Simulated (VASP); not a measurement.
# AlCu3 (P4mm) in VASP: single point with r2SCAN

Aim: the single point of AlCu3 with r2SCAN.

Program: VASP 6.6.1. These are calculated values, not measurements. Logs are shortened: lines on timing, memory, paths and dates and some standing lists are left out, and cuts for length are marked.

## Step 1: The cell of the first run

The structure is tetragonal, space group P4mm (No. 99). The conventional cell has a = 3.642 Å, b = 3.642 Å, c = 3.642 Å, α = 90.00°, β = 90.00°, γ = 90.00°. Within 3.4 Å of Al (site symmetry 4mm) lie 12 Cu at 2.56 to 2.60 Å. Cu (site symmetry 2mm) has 8 Cu at 2.48 to 2.68 Å and 4 Al at 2.56 to 2.60 Å within 3.3 Å. Within 3.3 Å of Cu (site symmetry 4mm) lie 8 Cu at 2.48 to 2.68 Å and 4 Al at 2.58 Å.

## Step 2: Single point, r2SCAN (atoms displaced along a vibrational mode)

Input file POSCAR:

```
AlCu3
1.0
    3.6418163332      0.0000000000      0.0000000000
    0.0000000000      3.6418163332      0.0000000000
    0.0000000000      0.0000000000      3.6418163332
Al Cu
1 3
Direct
    0.0182387590      0.0000000000      0.0000000000
    0.5105438083      0.5000000000      0.0000000000
    0.5105438083      0.0000000000      0.5000000000
   -0.0288317670      0.5000000000      0.5000000000
```

Input file INCAR.step1:

```
SYSTEM = AlCu3
PREC = Accurate
ENCUT = 520
ISMEAR = 0
SIGMA = 0.15
LREAL = .FALSE.
LASPH = .TRUE.
NELM = 80
NBANDS = 26
GGA = PE
ALGO = Normal
EDIFF = 1E-4
LWAVE = .TRUE.
LCHARG = .FALSE.
```

Input file INCAR.step2:

```
SYSTEM = AlCu3
PREC = Accurate
ENCUT = 520
EDIFF = 1E-6
ISMEAR = 0
SIGMA = 0.15
LREAL = .FALSE.
LASPH = .TRUE.
NELM = 80
ALGO = Normal
ISIF = 2
LWAVE = .FALSE.
LCHARG = .FALSE.
METAGGA = R2SCAN
LMIXTAU = .TRUE.
NBANDS = 26
ISTART = 1
```

Input file KPOINTS:

```
Automatic mesh
0
G
  14 14 14
  0 0 0
```

Potentials or basis: VASP PAW PBE potentials, release 64 (Al, Cu).

Command:

```console
cat potpaw_PBE.64/Al/POTCAR potpaw_PBE.64/Cu/POTCAR > POTCAR
cp INCAR.step1 INCAR
mpirun -np 1 vasp_std > vasp.out
cp INCAR.step2 INCAR
mpirun -np 1 vasp_std > vasp.out
```

OUTCAR:

```text
SYSTEM = AlCu3
   PREC = Accurate
   ENCUT = 520
   EDIFF = 1E-6
   ISMEAR = 0
   LREAL = .FALSE.
   LASPH = .TRUE.
   NELM = 80
   ISIF = 2
   METAGGA = R2SCAN
   ISTART = 1

 ion  position               nearest neighbor table
   1  0.018  0.000  0.000-   2 2.56   3 2.56   3 2.56   2 2.56   4 2.58   4 2.58   4 2.58   4 2.58
                             2 2.60   3 2.60   3 2.60   2 2.60
   2  0.511  0.500  0.000-   4 2.48   4 2.48   1 2.56   1 2.56   3 2.58   3 2.58   3 2.58   3 2.58
                             1 2.60   1 2.60   4 2.68   4 2.68
   3  0.511  0.000  0.500-   4 2.48   4 2.48   1 2.56   1 2.56   2 2.58   2 2.58   2 2.58   2 2.58
                             1 2.60   1 2.60   4 2.68   4 2.68
   4  0.971  0.500  0.500-   2 2.48   3 2.48   2 2.48   3 2.48   1 2.58   1 2.58   1 2.58   1 2.58
                             2 2.68   3 2.68   2 2.68   3 2.68

  LATTYP: Found a simple cubic cell.
 ALAT       =     3.6418163332

  Lattice vectors:

 A1 = (   3.6418163332,   0.0000000000,   0.0000000000)
 A2 = (   0.0000000000,   3.6418163332,   0.0000000000)
 A3 = (   0.0000000000,   0.0000000000,   3.6418163332)

Analysis of symmetry for initial positions (statically):
=====================================================================
 Subroutine PRICEL returns:
 Original cell was already a primitive cell.

 Routine SETGRP: Setting up the symmetry group for a
 simple cubic supercell.

 Subroutine GETGRP returns: Found  8 space group operations
 (whereof  8 operations were pure point group operations)
 out of a pool of 48 trial point group operations.

The static configuration has the point symmetry C_4v.

Analysis of symmetry for dynamics (positions and initial velocities):
=====================================================================
 Subroutine PRICEL returns:
 Original cell was already a primitive cell.

 Routine SETGRP: Setting up the symmetry group for a
 simple cubic supercell.

 Subroutine GETGRP returns: Found  8 space group operations
 (whereof  8 operations were pure point group operations)
 out of a pool of 48 trial point group operations.

The dynamic configuration has the point symmetry C_4v.

 Subroutine INISYM returns: Found  8 space group operations
 (whereof  8 operations are pure point group operations),
 and found     1 'primitive' translations

----------------------------------------------------------------------------------------

                                     Primitive cell

  volume of cell :      48.3008

[... 94 lines left out ...]
   EDIFFG = 0.1E-04   stopping-criterion for IOM
   NSW    =      0    number of steps for IOM
   IBRION =     -1    ionic relax: 0-MD 1-quasi-New 2-CG
   NFREE  =      0    steps in history (QN), initial steepest desc. (CG)
   ISIF   =      2    stress and relaxation
   ISYM   =      2    0-nonsym 1-usesym 2-fastsym
   POTIM  = 0.5000    time-step for ionic-motion
   TEBEG  =    0.0;   TEEND  =   0.0 temperature during run
   PSTRESS=    0.0 pullay stress
   NELECT =      36.0000    total number of electrons
   NUPDOWN=      -1.0000    fix difference up-down
   EMIN   =  10.00;   EMAX   =-10.00  energy-range for DOS
   EFERMI =   0.00;   METHOD = LEGACY
   ISMEAR =     0;   SIGMA  =   0.15  broadening in eV -4-tet -1-fermi 0-gaus
   EFERMI_NEDOS =   21; number of points for ismear=-14 and -15
   IALGO  =     38    algorithm
   IMIX   =      4    mixing-type and parameters
     AMIX     =   0.40;   BMIX     =  1.00
     AMIX_MAG =   1.60;   BMIX_MAG =  1.00
  volume/ion in A,a.u.               =      12.08        81.49
  Fermi-wavevector in a.u.,A,eV,Ry     =   1.484309  2.804937 29.975987  2.203173
  Thomas-Fermi vector in A             =   2.597862
   LORBIT       =      0    0 simple, 1 ext, 2 COOP (PROOUT), +10 PAW based schemes
   METAGGA = R2SCAN    functional components
   LHFCALC =     F    Hartree Fock is set to
   AEXX    =    0.0000 exact exchange contribution
   IVDW    =     0    specifies the selected vdW correction
   LEPSILON=     F    determine dielectric tensor
   LRPA    =     F    only Hartree local field effects (RPA)
 non-spin polarized calculation
 Gauss-broadening in eV      SIGMA  =   0.15
  energy-cutoff  :      520.00
  volume of cell :       48.30
 maximum number of plane-waves:      1332
 NGX is ok and might be reduce to    28
   NGX = 13   NGY = 13   NGZ = 13

 number of electron      35.9999998 magnetization

 Free energy of the ion-electron system (eV)
  ---------------------------------------------------
  ext. energy  EPLUGINS =         0.00000000
  ---------------------------------------------------
  free energy    TOTEN  =       -39.90392529 eV

  energy without entropy =      -39.89062815  energy(sigma->0) =      -39.89727672

 E-fermi :   8.5201     XC(G=0): -13.3310

 val. band max:        8.5199921433   @ k =   0.0000   0.5000   0.2857
 cond. band min:       8.5278245798   @ k =   0.2143   0.3571   0.2143
 fundamental gap:      0.0078324365
 Fermi energy:         8.5201353330

 k-point     1 :       0.0000    0.0000    0.0000
  band No.  band energies     occupation
      1      -2.6309      2.00000
      2       2.9275      2.00000
      3       3.5050      2.00000
      4       3.5067      2.00000
      5       3.7928      2.00000
      6       3.8083      2.00000
[... 685 lines left out ...]
     25      18.5930      0.00000
     26      19.0665      0.00000

 [... further k-points ...]

------------------------ aborting loop because EDIFF is reached ----------------------------------------

  FORCE on cell =-STRESS in cart. coord.  units (eV):
  Direction    XX          YY          ZZ          XY          YZ          ZX
  --------------------------------------------------------------------------------------
  -------------------------------------------------------------------------------------
  Total        0.3274545      0.3847692      0.3847692      0.0000000      0.0000000      0.0000000
  in kB       10.8619420     12.7631189     12.7631189      0.0000000      0.0000000      0.0000000
  external PRESSURE =      12.1293932 kB  Pullay stress =       0.0000000 kB

 VOLUME and BASIS-vectors are now :
 -----------------------------------------------------------------------------
  energy-cutoff  :      520.00
  volume of cell :       48.30
      direct lattice vectors                 reciprocal lattice vectors
     3.641816333  0.000000000  0.000000000     0.274588257  0.000000000  0.000000000
     0.000000000  3.641816333  0.000000000     0.000000000  0.274588257  0.000000000
     0.000000000  0.000000000  3.641816333     0.000000000  0.000000000  0.274588257

 POSITION                                       TOTAL-FORCE (eV/Angst)
 -----------------------------------------------------------------------------------
      0.06642      0.00000      0.00000        -0.261444     -0.000000      0.000000
      1.85931      1.82091      0.00000        -0.371878     -0.000000      0.000000
      1.85931      0.00000      1.82091        -0.371878      0.000000      0.000000
      3.53682      1.82091      1.82091         1.005200     -0.000000     -0.000000
 -----------------------------------------------------------------------------------
    total drift:                               -0.000570      0.000000     -0.000006

  FREE ENERGIE OF THE ION-ELECTRON SYSTEM (eV)
  ---------------------------------------------------
  free  energy   TOTEN  =       -39.9039252938 eV

  energy  without entropy=      -39.8906281511  energy(sigma->0) =      -39.89727672
```

OSZICAR.step1:

```text
N       E                     dE             d eps       ncg     rms          rms(c)
DAV:   1     0.252851224222E+03    0.25285E+03   -0.15571E+04 15472   0.217E+03
DAV:   2    -0.589924861349E+00   -0.25344E+03   -0.24256E+03 14992   0.354E+02
DAV:   3    -0.192945790263E+02   -0.18705E+02   -0.17941E+02 17008   0.135E+02
DAV:   4    -0.197097764563E+02   -0.41520E+00   -0.41402E+00 22078   0.231E+01
DAV:   5    -0.197167819839E+02   -0.70055E-02   -0.70047E-02 23132   0.240E+00    0.170E+01
DAV:   6    -0.186253976643E+02    0.10914E+01   -0.41158E+01 17528   0.159E+02    0.112E+01
DAV:   7    -0.155786354116E+02    0.30468E+01   -0.10313E+01 18166   0.749E+01    0.880E-01
DAV:   8    -0.155678978243E+02    0.10738E-01   -0.43600E-01 21416   0.107E+01    0.134E+00
DAV:   9    -0.155410708192E+02    0.26827E-01   -0.52436E-02 19070   0.941E+00    0.505E-01
DAV:  10    -0.155374984247E+02    0.35724E-02   -0.17378E-02 18976   0.581E+00    0.654E-02
DAV:  11    -0.155377230493E+02   -0.22462E-03   -0.25701E-03 20564   0.619E-01    0.374E-02
DAV:  12    -0.155377465626E+02   -0.23513E-04   -0.18065E-04 10572   0.288E-01
   1 F= -.15537747E+02 E0= -.15530857E+02  d E =-.137799E-01
```

Run time: 39 min. Hardware: 1 thread of Oxide Virtual Turin-like, shared host; peak memory 0.37 GiB.

What came out:

```yaml
Free_energy: -39.9039 eV
Pressure: 1.2 GPa
Largest_force: 1.005 eV/Å
Band_gap_on_the_k_mesh: zero (bands 18 and 19 overlap by 5.79 eV)
```

Forces in eV/Å, atoms in the order of the input:
```
Al  -0.261  0.000  0.000
Cu  -0.372  0.000  0.000
Cu  -0.372  0.000  0.000
Cu   1.005  0.000  0.000
```

Caveat: the cell differs from its parent crystal (atoms displaced along a vibrational mode); the PAW data sets were made with another functional, which shifts forces and pressure a little.
